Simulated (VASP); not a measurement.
# Pb (Fd-3m) in VASP: a series of runs, part 3 of 4

VASP 6.6.1. The steps go on from the part before.

## Step 4: Electric field gradients, PBE (volume scaled by 0.99)

INCAR reads:

```
SYSTEM = Pb
ALGO     = Normal         ! electronic algorithm
EDIFF    = 1E-8           ! SCF threshold, eV
ENCUT    = 520            ! plane-wave cutoff, eV
GGA      = PE             ! functional
ISIF     = 2              ! what is computed and relaxed
ISMEAR   = -1             ! smearing method
LASPH    = .True.         ! aspherical terms in the spheres
LCHARG   = .False.        ! write CHGCAR
LEFG     = .True.       
LREAL    = .False.        ! projectors in reciprocal space
LWAVE    = .False.        ! write WAVECAR
NBANDS   = 21             ! bands
NELM     = 60             ! most SCF steps
PREC     = Accurate       ! precision mode
SIGMA    = 0.05           ! smearing width, eV
```

KPOINTS reads:

```
k-points
0
Gamma
  8 8 8
  0 0 0
```

POSCAR reads:

```
Pb
1.0
    0.0000000000      3.4274982972      3.4274982972
    3.4274982972      0.0000000000      3.4274982972
    3.4274982972      3.4274982972      0.0000000000
Pb
2
Direct
    0.0000000000      0.0000000000      0.0000000000
    0.2500000000      0.2500000000      0.2500000000
```

Potentials or basis: VASP PAW PBE potentials, release 64 (Pb_d).

Launch:

```console
cat potpaw_PBE.64/Pb_d/POTCAR > POTCAR
mpirun -np 1 vasp_std > vasp.out
```

OUTCAR:

```text
SYSTEM = Pb
   EDIFF = 1E-8
   ENCUT = 520
   GGA = PE
   ISIF = 2
   ISMEAR = -1
   LASPH = .True.
   LREAL = .False.
   NELM = 60
   PREC = Accurate

 ion  position               nearest neighbor table
   1  0.000  0.000  0.000-   2 2.97   2 2.97   2 2.97   2 2.97
   2  0.250  0.250  0.250-   1 2.97   1 2.97   1 2.97   1 2.97

  LATTYP: Found a face centered cubic cell.
 ALAT       =     6.8549965944

  Lattice vectors:

 A1 = (   0.0000000000,   3.4274982972,   3.4274982972)
 A2 = (   3.4274982972,   0.0000000000,   3.4274982972)
 A3 = (   3.4274982972,   3.4274982972,   0.0000000000)

Analysis of symmetry for initial positions (statically):
=====================================================================
 Subroutine PRICEL returns:
 Original cell was already a primitive cell.

 Routine SETGRP: Setting up the symmetry group for a
 face centered cubic supercell.

 Subroutine GETGRP returns: Found 48 space group operations
 (whereof 24 operations were pure point group operations)
 out of a pool of 48 trial point group operations.

The static configuration has the point symmetry T_d .
 The point group associated with its full space group is O_h .

Analysis of symmetry for dynamics (positions and initial velocities):
=====================================================================
 Subroutine PRICEL returns:
 Original cell was already a primitive cell.

 Routine SETGRP: Setting up the symmetry group for a
 face centered cubic supercell.

 Subroutine GETGRP returns: Found 48 space group operations
 (whereof 24 operations were pure point group operations)
 out of a pool of 48 trial point group operations.

The dynamic configuration has the point symmetry T_d .
 The point group associated with its full space group is O_h .

 Subroutine INISYM returns: Found 48 space group operations
 (whereof 24 operations are pure point group operations),
 and found     1 'primitive' translations

----------------------------------------------------------------------------------------

                                     Primitive cell

  volume of cell :      80.5307

  direct lattice vectors                    reciprocal lattice vectors
     0.000000000  3.427498297  3.427498297    -0.145878993  0.145878993  0.145878993
     3.427498297  0.000000000  3.427498297     0.145878993 -0.145878993  0.145878993
     3.427498297  3.427498297  0.000000000     0.145878993  0.145878993 -0.145878993

  length of vectors
     4.847214577  4.847214577  4.847214577     0.252669828  0.252669828  0.252669828

  position of ions in fractional coordinates (direct lattice)
     0.000000000  0.000000000  0.000000000
     0.250000000  0.250000000  0.250000000

  ion indices of the primitive-cell ions
   primitive index   ion index
                 1           1
                 2           2

----------------------------------------------------------------------------------------

[... 68 lines left out ...]
   NELM   =     60;   NELMIN=  2; NELMDL= -5     # of ELM steps
   EDIFF  = 0.1E-07   stopping-criterion for ELM
   LREAL  =      F    real-space projection
   EDIFFG = 0.1E-06   stopping-criterion for IOM
   NSW    =      0    number of steps for IOM
   IBRION =     -1    ionic relax: 0-MD 1-quasi-New 2-CG
   NFREE  =      0    steps in history (QN), initial steepest desc. (CG)
   ISIF   =      2    stress and relaxation
   ISYM   =      2    0-nonsym 1-usesym 2-fastsym
   POTIM  = 0.5000    time-step for ionic-motion
   TEBEG  =    0.0;   TEEND  =   0.0 temperature during run
   PSTRESS=    0.0 pullay stress
   NELECT =      28.0000    total number of electrons
   NUPDOWN=      -1.0000    fix difference up-down
   EMIN   =  10.00;   EMAX   =-10.00  energy-range for DOS
   EFERMI =   0.00;   METHOD = LEGACY
   ISMEAR =    -1;   SIGMA  =   0.05  broadening in eV -4-tet -1-fermi 0-gaus
   EFERMI_NEDOS =   21; number of points for ismear=-14 and -15
   IALGO  =     38    algorithm
   IMIX   =      4    mixing-type and parameters
     AMIX     =   0.40;   BMIX     =  1.00
     AMIX_MAG =   1.60;   BMIX_MAG =  1.00
  volume/ion in A,a.u.               =      40.27       271.72
  Fermi-wavevector in a.u.,A,eV,Ry     =   1.151172  2.175400 18.030403  1.325197
  Thomas-Fermi vector in A             =   2.287831
   LORBIT       =      0    0 simple, 1 ext, 2 COOP (PROOUT), +10 PAW based schemes
   GGA     = PE    functional components
   LHFCALC =     F    Hartree Fock is set to
   AEXX    =    0.0000 exact exchange contribution
   IVDW    =     0    specifies the selected vdW correction
   LEPSILON=     F    determine dielectric tensor
   LRPA    =     F    only Hartree local field effects (RPA)
 non-spin polarized calculation
  energy-cutoff  :      520.00
  volume of cell :       80.53
 maximum number of plane-waves:      2200
   NGX = 17   NGY = 17   NGZ = 17

 number of electron      28.0000005 magnetization

 Free energy of the ion-electron system (eV)
  ---------------------------------------------------
  ext. energy  EPLUGINS =         0.00000000
  ---------------------------------------------------
  free energy    TOTEN  =        -6.55286320 eV

  energy without entropy =       -6.54879074  energy(sigma->0) =       -6.55082697

 E-fermi :   4.4895     XC(G=0):  -8.4688

 val. band max:        4.1739164849   @ k =   0.1250   0.1250   0.0000
 cond. band min:       4.5017693144   @ k =  -0.1250   0.1250   0.0000
 fundamental gap:      0.3278528295
 Fermi energy:         4.4895243915

 k-point     1 :       0.0000    0.0000    0.0000
  band No.  band energies     occupation
      1     -12.7855      2.00000
      2     -12.7855      2.00000
      3     -12.7855      2.00000
      4     -12.7074      2.00000
      5     -12.7074      2.00000
      6     -12.2663      2.00000
[... 565 lines left out ...]
     20      12.3879      0.00000
     21      13.1183      0.00000

 [... further k-points ...]
[... 5 lines left out ...]
  --------------------------------------------------------------------------------------
  -------------------------------------------------------------------------------------
  Total        1.3470357      1.3470357      1.3470357      0.0000000      0.0000000      0.0000000
  in kB       26.7995767     26.7995767     26.7995767      0.0000000      0.0000000      0.0000000
  external PRESSURE =      26.7995767 kB  Pullay stress =       0.0000000 kB

 VOLUME and BASIS-vectors are now :
 -----------------------------------------------------------------------------
  energy-cutoff  :      520.00
  volume of cell :       80.53
      direct lattice vectors                 reciprocal lattice vectors
     0.000000000  3.427498297  3.427498297    -0.145878993  0.145878993  0.145878993
     3.427498297  0.000000000  3.427498297     0.145878993 -0.145878993  0.145878993
     3.427498297  3.427498297  0.000000000     0.145878993  0.145878993 -0.145878993

 POSITION                                       TOTAL-FORCE (eV/Angst)
 -----------------------------------------------------------------------------------
      0.00000      0.00000      0.00000         0.000000      0.000000      0.000000
      1.71375      1.71375      1.71375        -0.000000     -0.000000     -0.000000
 -----------------------------------------------------------------------------------
    total drift:                                0.000000      0.000000      0.000000

  FREE ENERGIE OF THE ION-ELECTRON SYSTEM (eV)
  ---------------------------------------------------
  free  energy   TOTEN  =        -6.5528631982 eV

  energy  without entropy=       -6.5487907393  energy(sigma->0) =       -6.55082697

 Electric field gradients (V/A^2)
---------------------------------------------------------------------
 ion       V_xx      V_yy      V_zz      V_xy      V_xz      V_yz
---------------------------------------------------------------------
   1       0.000    -0.000    -0.000    -0.000    -0.000    -0.000
   2       0.000    -0.000    -0.000    -0.000    -0.000    -0.000
---------------------------------------------------------------------

 Electric field gradients after diagonalization (V/A^2)
 (convention: |V_zz| > |V_xx| > |V_yy|)
----------------------------------------------------------------------
 ion       V_xx      V_yy      V_zz     asymmetry (V_yy - V_xx)/ V_zz
----------------------------------------------------------------------
   1       0.000     0.000    -0.000       0.000
   2       0.000     0.000    -0.000       0.000
----------------------------------------------------------------------

           NMR quadrupolar parameters

 Cq : quadrupolar parameter    Cq=e*Q*V_zz/h
 eta: asymmetry parameters     (V_yy - V_xx)/ V_zz
 Q  : nuclear electric quadrupole moment in mb (millibarn)
----------------------------------------------------------------------
 ion       Cq(MHz)       eta       Q (mb)
----------------------------------------------------------------------
   1      -0.000       0.000       1.000
   2      -0.000       0.000       1.000
----------------------------------------------------------------------
```

Run time: 19 s. Hardware: 1 thread of Intel Xeon 6975P-C (Granite Rapids), shared host; peak memory 0.21 GiB.

Results:

```yaml
Free_energy: -6.5529 eV
Pressure: 2.7 GPa
Band_gap_on_the_k_mesh: zero (band 14 reaches 4.84 eV, above the bottom of band 15 at 3.68 eV)
```

Levels at points of the mesh, in eV from the Fermi level:
| k point | band 12 | band 13 | band 14 | band 15 | band 16 | band 17 |
| --- | --- | --- | --- | --- | --- | --- |
| (0.00, 0.00, 0.00) | -3.93 | 0.35 | 0.35 | 0.35 | 2.36 | 2.36 |
| (0.50, 0.00, 0.00) | -7.17 | -1.01 | -0.81 | -0.81 | 3.49 | 3.49 |
| (0.50, 0.50, 0.00) | -8.57 | -2.05 | -2.05 | 0.81 | 0.81 | 7.18 |

Caveat: the cell differs from its parent crystal (volume scaled by 0.99); without QUAD_EFG the Cq values of the log hold for a quadrupole moment of 1 mb, not for the nuclei; spin-orbit coupling is left out, which moves the levels of the heavy elements.

## Step 5: Electric field gradients, PBE

This run uses another cell than the first one, of 40.67 Å³/atom, 1.026 times its volume.

INCAR reads:

```
  PREC = Accurate
  ENCUT = 520
  EDIFF = 1E-8
  ISMEAR = -1
  SIGMA = 0.05
  LREAL = F
  LASPH = T
  NELM = 60
  ALGO = Normal
  ISIF = 2
  LWAVE = F
  LCHARG = F
  GGA = PE
  LEFG = T
  NBANDS = 21
```

KPOINTS reads:

```
Automatic mesh
0
Gamma
  8 8 8
```

POSCAR reads:

```
Pb
1.0
    0.0000000000      3.4390000555      3.4390000555
    3.4390000555      0.0000000000      3.4390000555
    3.4390000555      3.4390000555      0.0000000000
Pb
2
Direct
    0.0000000000      0.0000000000      0.0000000000
    0.2500000000      0.2500000000      0.2500000000
```

Potentials or basis: VASP PAW PBE potentials, release 64 (Pb_d).

Launch:

```console
cat potpaw_PBE.64/Pb_d/POTCAR > POTCAR
mpirun -np 1 vasp_std > vasp.out
```

OUTCAR:

```text
PREC = Accurate
   ENCUT = 520
   EDIFF = 1E-8
   ISMEAR = -1
   LREAL = F
   LASPH = T
   NELM = 60
   ISIF = 2
   GGA = PE

 ion  position               nearest neighbor table
   1  0.000  0.000  0.000-   2 2.98   2 2.98   2 2.98   2 2.98
   2  0.250  0.250  0.250-   1 2.98   1 2.98   1 2.98   1 2.98

  LATTYP: Found a face centered cubic cell.
 ALAT       =     6.8780001110

  Lattice vectors:

 A1 = (   0.0000000000,   3.4390000555,   3.4390000555)
 A2 = (   3.4390000555,   0.0000000000,   3.4390000555)
 A3 = (   3.4390000555,   3.4390000555,   0.0000000000)

[... 788 lines left out ...]
  free  energy   TOTEN  =        -6.5658220270 eV

  energy  without entropy=       -6.5617172884  energy(sigma->0) =       -6.56376966

 Electric field gradients (V/A^2)
---------------------------------------------------------------------
 ion       V_xx      V_yy      V_zz      V_xy      V_xz      V_yz
---------------------------------------------------------------------
   1       0.000    -0.000    -0.000     0.000     0.000     0.000
   2       0.000    -0.000    -0.000     0.000     0.000     0.000
---------------------------------------------------------------------

 Electric field gradients after diagonalization (V/A^2)
 (convention: |V_zz| > |V_xx| > |V_yy|)
----------------------------------------------------------------------
 ion       V_xx      V_yy      V_zz     asymmetry (V_yy - V_xx)/ V_zz
----------------------------------------------------------------------
   1      -0.000    -0.000     0.000       0.000
   2      -0.000    -0.000     0.000       0.000
----------------------------------------------------------------------

           NMR quadrupolar parameters

 Cq : quadrupolar parameter    Cq=e*Q*V_zz/h
 eta: asymmetry parameters     (V_yy - V_xx)/ V_zz
 Q  : nuclear electric quadrupole moment in mb (millibarn)
----------------------------------------------------------------------
 ion       Cq(MHz)       eta       Q (mb)
----------------------------------------------------------------------
   1       0.000       0.000       1.000
   2       0.000       0.000       1.000
----------------------------------------------------------------------
```

Wall time 20 s (1 thread of Intel Xeon 6975P-C (Granite Rapids), shared host); peak memory 0.21 GiB.

Results:

```yaml
Free_energy: -6.5658 eV
Pressure: 2.3 GPa
Band_gap_on_the_k_mesh: zero (band 14 reaches 4.74 eV, above the bottom of band 15 at 3.60 eV)
```

Caveat: without QUAD_EFG the Cq values of the log hold for a quadrupole moment of 1 mb, not for the nuclei; spin-orbit coupling is left out, which moves the levels of the heavy elements.

(Part 3 of 4 ends here.)
